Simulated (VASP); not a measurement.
# SiO2 (P4_2/mnm) in VASP: notebook, part 2 of 2

VASP 6.6.1. The steps go on from the part before.

## Step 4: Single point, LDA

This run uses another cell than the first one, of 8.51 Å³/atom, 1.011 times its volume.

Contents of INCAR:

```
  PREC = Accurate
  ENCUT = 520
  EDIFF = 1E-7
  ISMEAR = 0
  SIGMA = 0.05
  LREAL = False
  LASPH = True
  NELM = 80
  ALGO = Normal
  ISIF = 2
  LWAVE = False
  LCHARG = False
  GGA = CA
  NBANDS = 25
```

Contents of KPOINTS:

```
Automatic mesh
0
Gamma
  6 6 8
```

Contents of POSCAR:

```
SiO2
1.0
    4.2299000000      0.0000000000      0.0000000000
    0.0000000000      4.2299000000      0.0000000000
    0.0000000000      0.0000000000      2.8529000000
Si O
2 4
Direct
    0.5000000000      0.5000000000      0.5000000000
    0.0000000000      0.0000000000      0.0000000000
    0.6944252994      0.6944252994      0.0000000000
    0.1944252994      0.8055747006      0.5000000000
    0.3055747006      0.3055747006      0.0000000000
    0.8055747006      0.1944252994      0.5000000000
```

Potentials or basis: VASP PAW LDA potentials, release 64 (Si, O).

The run is started by

```bash
$ cat potpaw_LDA.64/Si/POTCAR potpaw_LDA.64/O/POTCAR > POTCAR
$ mpirun -np 1 vasp_std > vasp.out
```

OUTCAR:

```text
PREC = Accurate
   ENCUT = 520
   EDIFF = 1E-7
   ISMEAR = 0
   LREAL = False
   LASPH = True
   NELM = 80
   ISIF = 2
   GGA = CA

 ion  position               nearest neighbor table
   1  0.500  0.500  0.500-   4 1.83   6 1.83   5 1.84   3 1.84   3 1.84   5 1.84
   2  0.000  0.000  0.000-   3 1.83   5 1.83   4 1.84   6 1.84   4 1.84   6 1.84
   3  0.694  0.694  0.000-   2 1.83   1 1.84   1 1.84
   4  0.194  0.806  0.500-   1 1.83   2 1.84   2 1.84
   5  0.306  0.306  0.000-   2 1.83   1 1.84   1 1.84
   6  0.806  0.194  0.500-   1 1.83   2 1.84   2 1.84

  LATTYP: Found a simple tetragonal cell.
 ALAT       =     4.2299000000
 C/A-ratio  =     0.6744603891

  Lattice vectors:

 A1 = (   4.2299000000,   0.0000000000,   0.0000000000)
 A2 = (   0.0000000000,   4.2299000000,   0.0000000000)
 A3 = (   0.0000000000,   0.0000000000,   2.8529000000)

Analysis of symmetry for initial positions (statically):
=====================================================================
 Subroutine PRICEL returns:
 Original cell was already a primitive cell.

 Routine SETGRP: Setting up the symmetry group for a
 simple tetragonal supercell.

 Subroutine GETGRP returns: Found 16 space group operations
 (whereof  8 operations were pure point group operations)
 out of a pool of 16 trial point group operations.

The static configuration has the point symmetry D_2h.
 The point group associated with its full space group is D_4h.

Analysis of symmetry for dynamics (positions and initial velocities):
=====================================================================
 Subroutine PRICEL returns:
 Original cell was already a primitive cell.

 Routine SETGRP: Setting up the symmetry group for a
 simple tetragonal supercell.

 Subroutine GETGRP returns: Found 16 space group operations
 (whereof  8 operations were pure point group operations)
 out of a pool of 16 trial point group operations.

The dynamic configuration has the point symmetry D_2h.
 The point group associated with its full space group is D_4h.

 Subroutine INISYM returns: Found 16 space group operations
 (whereof  8 operations are pure point group operations),
 and found     1 'primitive' translations

----------------------------------------------------------------------------------------

                                     Primitive cell

  volume of cell :      51.0442

  direct lattice vectors                    reciprocal lattice vectors
     4.229900000  0.000000000  0.000000000     0.236412208  0.000000000  0.000000000
     0.000000000  4.229900000  0.000000000     0.000000000  0.236412208  0.000000000
     0.000000000  0.000000000  2.852900000     0.000000000  0.000000000  0.350520523

  length of vectors
     4.229900000  4.229900000  2.852900000     0.236412208  0.236412208  0.350520523

  position of ions in fractional coordinates (direct lattice)
     0.500000000  0.500000000  0.500000000
     0.000000000  0.000000000  0.000000000
     0.694425299  0.694425299  0.000000000
     0.194425299  0.805574701  0.500000000
     0.305574701  0.305574701  0.000000000
     0.805574701  0.194425299  0.500000000

  ion indices of the primitive-cell ions
[... 26 lines left out ...]
  Shift w.r.t. Gamma in fractional coordinates (k-lattice)
     0.000000000  0.000000000  0.000000000

 Subroutine IBZKPT returns following result:
 ===========================================

 Found     50 irreducible k-points:

 Following reciprocal coordinates:
            Coordinates               Weight
  0.000000  0.000000  0.000000      1.000000
  0.166667  0.000000  0.000000      4.000000
  0.333333  0.000000  0.000000      4.000000
  0.500000  0.000000  0.000000      2.000000
  0.166667  0.166667  0.000000      4.000000
  0.333333  0.166667  0.000000      8.000000
[... 16 lines left out ...]
  0.333333  0.000000  0.250000      8.000000
  0.500000  0.000000  0.250000      4.000000
 [... further k-points ...]
   k-points           NKPTS =     50   k-points in BZ     NKDIM =     50   number of bands    NBANDS=     25
   number of dos      NEDOS =    301   number of ions     NIONS =      6
   total plane-waves  NPLWV =  24576
   dimension x,y,z NGX =    32 NGY =   32 NGZ =   24
   dimension x,y,z NGXF=    64 NGYF=   64 NGZF=   48
   ions per type =               2   4
   NGX,Y,Z   is equivalent  to a cutoff of  12.58, 12.58, 13.99 a.u.
   NGXF,Y,Z  is equivalent  to a cutoff of  25.15, 25.15, 27.97 a.u.
 SYSTEM =  unknown system
   PREC   = accura    normal or accurate (medium, high low for compatibility)
   ISTART =      0    job   : 0-new  1-cont  2-samecut
   ICHARG =      2    charge: 1-file 2-atom 10-const
   ISPIN  =      1    spin polarized calculation?
   LNONCOLLINEAR =      F non collinear calculations
   LSORBIT =      F    spin-orbit coupling
   LASPH  =      T    aspherical Exc in radial PAW
   ENCUT  =  520.0 eV  38.22 Ry    6.18 a.u.   7.86  7.86  5.30*2*pi/ulx,y,z
   NELM   =     80;   NELMIN=  2; NELMDL= -5     # of ELM steps
   EDIFF  = 0.1E-06   stopping-criterion for ELM
   LREAL  =      F    real-space projection
   EDIFFG = 0.1E-05   stopping-criterion for IOM
   NSW    =      0    number of steps for IOM
   IBRION =     -1    ionic relax: 0-MD 1-quasi-New 2-CG
   NFREE  =      0    steps in history (QN), initial steepest desc. (CG)
   ISIF   =      2    stress and relaxation
   ISYM   =      2    0-nonsym 1-usesym 2-fastsym
   POTIM  = 0.5000    time-step for ionic-motion
   TEBEG  =    0.0;   TEEND  =   0.0 temperature during run
   PSTRESS=    0.0 pullay stress
   NELECT =      32.0000    total number of electrons
   NUPDOWN=      -1.0000    fix difference up-down
   EMIN   =  10.00;   EMAX   =-10.00  energy-range for DOS
   EFERMI =   0.00;   METHOD = LEGACY
   ISMEAR =     0;   SIGMA  =   0.05  broadening in eV -4-tet -1-fermi 0-gaus
   EFERMI_NEDOS =   21; number of points for ismear=-14 and -15
   IALGO  =     38    algorithm
   IMIX   =      4    mixing-type and parameters
     AMIX     =   0.40;   BMIX     =  1.00
     AMIX_MAG =   1.60;   BMIX_MAG =  1.00
  volume/ion in A,a.u.               =       8.51        57.41
  Fermi-wavevector in a.u.,A,eV,Ry     =   1.401122  2.647736 26.710175  1.963142
  Thomas-Fermi vector in A             =   2.524015
   LORBIT       =      0    0 simple, 1 ext, 2 COOP (PROOUT), +10 PAW based schemes
   GGA     = CA    functional components
   LHFCALC =     F    Hartree Fock is set to
   AEXX    =    0.0000 exact exchange contribution
   IVDW    =     0    specifies the selected vdW correction
   LEPSILON=     F    determine dielectric tensor
   LRPA    =     F    only Hartree local field effects (RPA)
 non-spin polarized calculation
 Gauss-broadening in eV      SIGMA  =   0.05
  energy-cutoff  :      520.00
  volume of cell :       51.04
 maximum number of plane-waves:      1411
 NGX is ok and might be reduce to    32
   NGX = 15   NGY = 15   NGZ = 11

 number of electron      32.0000012 magnetization

 Free energy of the ion-electron system (eV)
  ---------------------------------------------------
  ext. energy  EPLUGINS =         0.00000000
  ---------------------------------------------------
  free energy    TOTEN  =       -51.35540641 eV

  energy without entropy =      -51.35540641  energy(sigma->0) =      -51.35540641

 E-fermi :   7.1684     XC(G=0): -12.2898

 val. band max:        6.9162379075   @ k =   0.0000   0.0000   0.0000
 cond. band min:      10.7307245226   @ k =   0.0000   0.0000   0.0000
 fundamental gap:      3.8144866152
 Fermi energy:         7.1684362249

 k-point     1 :       0.0000    0.0000    0.0000
  band No.  band energies     occupation
      1     -14.5032      2.00000
      2     -11.1240      2.00000
      3     -11.1240      2.00000
      4     -10.8064      2.00000
      5      -3.4919      2.00000
      6       1.1527      2.00000
[... 661 lines left out ...]
     24      18.6481      0.00000
     25      19.8080      0.00000

 [... further k-points ...]
[... 5 lines left out ...]
  --------------------------------------------------------------------------------------
  -------------------------------------------------------------------------------------
  Total       -6.7681106     -6.7681106    -14.1763581      0.0000000      0.0000000      0.0000000
  in kB     -212.4375482   -212.4375482   -444.9677224      0.0000000      0.0000000      0.0000000
  external PRESSURE =    -289.9476062 kB  Pullay stress =       0.0000000 kB

 VOLUME and BASIS-vectors are now :
 -----------------------------------------------------------------------------
  energy-cutoff  :      520.00
  volume of cell :       51.04
      direct lattice vectors                 reciprocal lattice vectors
     4.229900000  0.000000000  0.000000000     0.236412208  0.000000000  0.000000000
     0.000000000  4.229900000  0.000000000     0.000000000  0.236412208  0.000000000
     0.000000000  0.000000000  2.852900000     0.000000000  0.000000000  0.350520523

 POSITION                                       TOTAL-FORCE (eV/Angst)
 -----------------------------------------------------------------------------------
      2.11495      2.11495      1.42645         0.000000     -0.000000     -0.000000
      0.00000      0.00000      0.00000         0.000000     -0.000000     -0.000000
      2.93735      2.93735      0.00000        -0.090473     -0.090473     -0.000000
      0.82240      3.40750      1.42645        -0.090473      0.090473     -0.000000
      1.29255      1.29255      0.00000         0.090473      0.090473      0.000000
      3.40750      0.82240      1.42645         0.090473     -0.090473     -0.000000
 -----------------------------------------------------------------------------------
    total drift:                                0.000000      0.000000     -0.000000

  FREE ENERGIE OF THE ION-ELECTRON SYSTEM (eV)
  ---------------------------------------------------
  free  energy   TOTEN  =       -51.3554064124 eV

  energy  without entropy=      -51.3554064124  energy(sigma->0) =      -51.35540641
```

OSZICAR:

```text
N       E                     dE             d eps       ncg     rms          rms(c)
DAV:   1     0.126175589458E+03    0.12618E+03   -0.17342E+04  2508   0.122E+03
DAV:   2    -0.491866877285E+02   -0.17536E+03   -0.16821E+03  3233   0.272E+02
DAV:   3    -0.560498498636E+02   -0.68632E+01   -0.68284E+01  3348   0.511E+01
DAV:   4    -0.560963638678E+02   -0.46514E-01   -0.46499E-01  2966   0.491E+00
DAV:   5    -0.560967732768E+02   -0.40941E-03   -0.40932E-03  3344   0.440E-01    0.160E+01
DAV:   6    -0.514318928039E+02    0.46649E+01   -0.13450E+01  3090   0.241E+01    0.739E+00
DAV:   7    -0.513974627077E+02    0.34430E-01   -0.63311E-01  3044   0.463E+00    0.275E+00
DAV:   8    -0.513619446461E+02    0.35518E-01   -0.28326E-02  3196   0.141E+00    0.102E+00
DAV:   9    -0.513554091906E+02    0.65355E-02   -0.57748E-03  3091   0.641E-01    0.220E-01
DAV:  10    -0.513554281523E+02   -0.18962E-04   -0.50597E-04  3154   0.152E-01    0.722E-02
DAV:  11    -0.513554074919E+02    0.20660E-04   -0.46630E-05  3125   0.501E-02    0.298E-02
DAV:  12    -0.513554064582E+02    0.10337E-05   -0.55423E-06  3058   0.160E-02    0.288E-03
DAV:  13    -0.513554064124E+02    0.45796E-07   -0.22574E-07  2818   0.305E-03
   1 F= -.51355406E+02 E0= -.51355406E+02  d E =-.874697E-15
```

stdout:

```text
POSCAR found type information on POSCAR SiO
 POSCAR found :  2 types and       6 ions
 scaLAPACK will be used
 LDA part: xc-table for (Slater(with rela. corr.)+CA(PZ))
 , standard interpolation
 POSCAR, INCAR and KPOINTS ok, starting setup
 FFT: planning ... GRIDC
 FFT: planning ... GRID_SOFT
 FFT: planning ... GRID
 WAVECAR not read
 entering main loop
```

It took 37 s on 1 thread of Intel Xeon 6975P-C, shared host; peak memory 0.17 GiB.

What came out:

```
Free energy            : -51.3554 eV
Pressure               : -29.0 GPa
Largest force          : 0.128 eV/Å
Band gap on the k mesh : 3.81 eV, direct
```

Forces in eV/Å, atoms in the order of the input:
```
Si   0.000  0.000  0.000
Si   0.000  0.000  0.000
O   -0.090 -0.090  0.000
O   -0.090  0.090  0.000
O    0.090  0.090  0.000
O    0.090 -0.090  0.000
```

Stress tensor (GPa, compression positive):
```
-21.24   0.00   0.00
  0.00 -21.24   0.00
  0.00   0.00 -44.50
```

A k mesh can miss the band edges. A hybrid or GW would open this gap; LDA tends to underestimate it.

## Step 5: Single point, LDA

This run uses another cell than the first one, of 8.51 Å³/atom, 1.012 times its volume.

Contents of INCAR:

```
  PREC = Accurate
  ENCUT = 520
  EDIFF = 1E-7
  ISMEAR = 0
  SIGMA = 0.05
  LREAL = F
  LASPH = T
  NELM = 60
  ALGO = Normal
  ISIF = 2
  LWAVE = F
  LCHARG = T
  LELF = T
  LVHAR = T
  NBANDS = 25
```

Contents of KPOINTS:

```
regular mesh
0
Gamma
  6 6 8
```

POSCAR, as its differences from that of step 4:

```diff
@@ -2,5 +2,5 @@
 1.0
-    4.2299000000      0.0000000000      0.0000000000
-    0.0000000000      4.2299000000      0.0000000000
-    0.0000000000      0.0000000000      2.8529000000
+    4.2798000000      0.0000000000      0.0000000000
+    0.0000000000      4.2798000000      0.0000000000
+    0.0000000000      0.0000000000      2.7891000000
 Si O
```

The run is started by

```bash
$ cat potpaw_LDA.64/Si/POTCAR potpaw_LDA.64/O/POTCAR > POTCAR
$ mpirun -np 1 vasp_std > vasp.out
```

It took 36 s on 1 thread of Intel Xeon 6975P-C, shared host; peak memory 0.17 GiB.

Results (log left out):

- Free energy: -51.4756 eV
- Pressure: -28.4 GPa
- Largest force: 0.426 eV/Å
- Band gap on the k mesh: 3.93 eV, direct

Forces on the atoms (eV/Å):
```
Si   0.000  0.000  0.000
Si   0.000  0.000  0.000
O   -0.302 -0.302  0.000
O   -0.302  0.302  0.000
O    0.302  0.302  0.000
O    0.302 -0.302  0.000
```

Stress tensor (GPa, compression positive):
```
-24.56   0.00   0.00
  0.00 -24.56   0.00
  0.00   0.00 -36.12
```

Levels at points of the mesh, in eV from the valence-band top:
```csv
k point,band 12,band 13,band 14,band 15,band 16,band 17,band 18,band 19,band 20,band 21
"(0.00, 0.00, 0.00)",-3.01,-2.52,-0.83,-0.83,0.00,3.93,5.76,7.28,7.28,10.16
"(0.50, 0.00, 0.00)",-3.55,-2.60,-2.60,-0.97,-0.97,6.25,6.25,7.90,7.90,10.36
"(0.50, 0.50, 0.00)",-3.14,-2.59,-2.59,-1.97,-1.97,6.02,6.02,8.79,8.79,12.11
"(0.00, 0.00, 0.50)",-4.38,-2.81,-2.81,-2.39,-2.39,7.68,7.68,11.46,11.46,11.66
"(0.50, 0.00, 0.50)",-3.68,-2.08,-2.08,-1.57,-1.57,7.57,7.57,8.85,8.85,11.63
"(0.50, 0.50, 0.50)",-4.23,-1.57,-1.57,-1.38,-1.38,5.94,5.94,10.14,10.14,10.94
```

## Step 6: Summary

```tsv
cell	gap on the mesh (eV)	pressure (GPa)	largest force (eV/Å)
a = 4.255, b = 4.255, c = 2.789 Å, 6 atoms	4.09	-26.1	0.32
a = 4.130, b = 4.130, c = 2.981 Å, 6 atoms	3.65	-28.3	0.41
a = 4.230, b = 4.230, c = 2.853 Å, 6 atoms	3.81	-29.0	0.13
a = 4.280, b = 4.280, c = 2.789 Å, 6 atoms	3.93	-28.4	0.43
```

Alike in all rows: task single point; level LDA; potentials or basis VASP PAW LDA potentials, release 64 (Si, O); no spin polarisation; k mesh 6 × 6 × 8; cutoff (eV) 520; smearing gaussian 0.05 eV.

Absolute energies hang on the potentials; compare differences alone.
